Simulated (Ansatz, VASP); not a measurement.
One calculation of KBr, two programs

The input INCAR:

```
SYSTEM = KBr
ALGO = Normal
EDIFF = 1E-6
ENCUT = 520
GGA = PS
ISIF = 2
ISMEAR = 0
LASPH = .True.
LCHARG = .False.
LREAL = .False.
LWAVE = .False.
NBANDS = 15
NELM = 60
PREC = Accurate
SIGMA = 0.05
```

KPOINTS

```
k-points
0
Gamma
  6 6 6
  0 0 0
```

File POSCAR:

```
KBr
1.0
    0.0000000000      3.3362825587      3.3362825587
    3.2748785852      0.0614039735      3.2748785852
    3.2748785852      3.2748785852      0.0614039735
K Br
1 1
Direct
    0.0000000000      0.0000000000      0.0000000000
    0.5000000000      0.5000000000      0.5000000000
```

Input for Ansatz:

```yaml
crystal:
  lattice:
    - [0.0, 3.3362825587, 3.3362825587]
    - [3.2748785852, 0.0614039735, 3.2748785852]
    - [3.2748785852, 3.2748785852, 0.0614039735]
  atoms:
    - { symbol: K, position: [0.0, 0.0, 0.0] }
    - { symbol: Br, position: [0.5, 0.5, 0.5] }
basis:
  ecutwfc: 420
kpoints:
  mp_grid: { grid: [6, 6, 6] }
hamiltonian:
  xc: pbesol
scf:
  occupations: { method: gaussian, width: 0.05 }
output:
  forces: true
  stress: true
  eigenvalues: true
```

Change from the starting cell: strain +0.0375 x Voigt [0, 0, 0, 1, 0, 0], atoms carried along.

Alike in both runs: task single point; functional PBEsol; k mesh 6 × 6 × 6; occupations gaussian, width 0.05 eV; no spin polarisation.

|  | VASP | Ansatz |
| --- | --- | --- |
| version | VASP 6.6.1 | Ansatz 0.2.0 |
| potentials or method | VASP PAW PBE potentials, release 64 (K_sv, Br), cutoff 520 eV | scalar-relativistic, plane waves, PAW |
| valence electrons in the cell | 16 | 16 |

|  | VASP | Ansatz | Ansatz less VASP |
| --- | --- | --- | --- |
| gap on the k mesh at the Fermi level (eV) | 4.29 | 4.29 | +0.003 |
| least direct gap on the mesh (eV) | 4.29 | 4.29 | +0.003 |
| pressure (GPa) | 0.1 | 0.0 | -0.06 |
| traceless stress, the component that is largest in VASP (GPa) | -0.19 | -0.19 | -0.002 |

VASP's potentials were made for PBE, not for PBEsol. The functional is the same, so the differences come from potentials, cutoffs and numerics.
